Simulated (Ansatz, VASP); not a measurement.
# KCl in VASP and in Ansatz

File INCAR:

```
SYSTEM = KCl
ALGO = Normal
EDIFF = 1E-8
ENCUT = 400
GGA = PE
GGA_COMPAT = .FALSE.
ISIF = 2
ISMEAR = -1
LASPH = .TRUE.
LCHARG = .FALSE.
LEFG = .TRUE.
LREAL = .FALSE.
LWAVE = .FALSE.
NBANDS = 15
NELM = 120
PREC = Accurate
SIGMA = 0.02
```

Contents of KPOINTS:

```
k-points
0
G
  7 7 7
  0 0 0
```

POSCAR

```
KCl
1.0
    3.6340000000      0.0000000000      0.0000000000
    0.0000000000      3.6340000000      0.0000000000
    0.0000000000      0.0000000000      3.7430200000
K Cl
1 1
Direct
    0.0000000000      0.0000000000      0.0000000000
    0.5000000000      0.5000000000      0.5000000000
```

Input for Ansatz:

```yaml
crystal:
  lattice:
    - [3.634, 0.0, 0.0]
    - [0.0, 3.634, 0.0]
    - [0.0, 0.0, 3.74302]
  atoms:
    - { symbol: K, position: [0.0, 0.0, 0.0] }
    - { symbol: Cl, position: [0.5, 0.5, 0.5] }
kpoints:
  mp_grid: { grid: [7, 7, 7] }
scf:
  occupations: { method: fermi_dirac, width: 0.02 }
hamiltonian:
  xc: pbe
  pseudopotentials: { kind: all_electron, datasets: crystal }
output:
  forces: true
  stress: true
  eigenvalues: true
  efg: { contact_densities: true }
```

Change from the starting cell: zz strain of +3 %, crystal datasets.

Alike in both runs: task electric field gradients; functional PBE; k mesh 7 × 7 × 7; occupations fermi-dirac, width 0.02 eV; no spin polarisation.

|  | VASP | Ansatz |
| --- | --- | --- |
| version | VASP 6.6.1 | Ansatz 0.2.0 |
| potentials or method | VASP PAW PBE potentials, release 64 (K_sv, Cl), cutoff 400 eV | all-electron PAW with datasets made for the crystal, scalar-relativistic |

|  | VASP | Ansatz | Ansatz less VASP |
| --- | --- | --- | --- |
| gap on the k mesh at the Fermi level (eV) | 5.38 | 5.38 | +0.004 |
| pressure (GPa) | 3.5 | 3.4 | -0.06 |
| traceless stress, the component that is largest in VASP (GPa) | -0.98 | -0.99 | -0.003 |
| size of Vzz on the site where it differs most (V/Å²) | 7.5 | 7.7 | +0.17 |

Ansatz ran all-electron here, and VASP with PAW potentials.
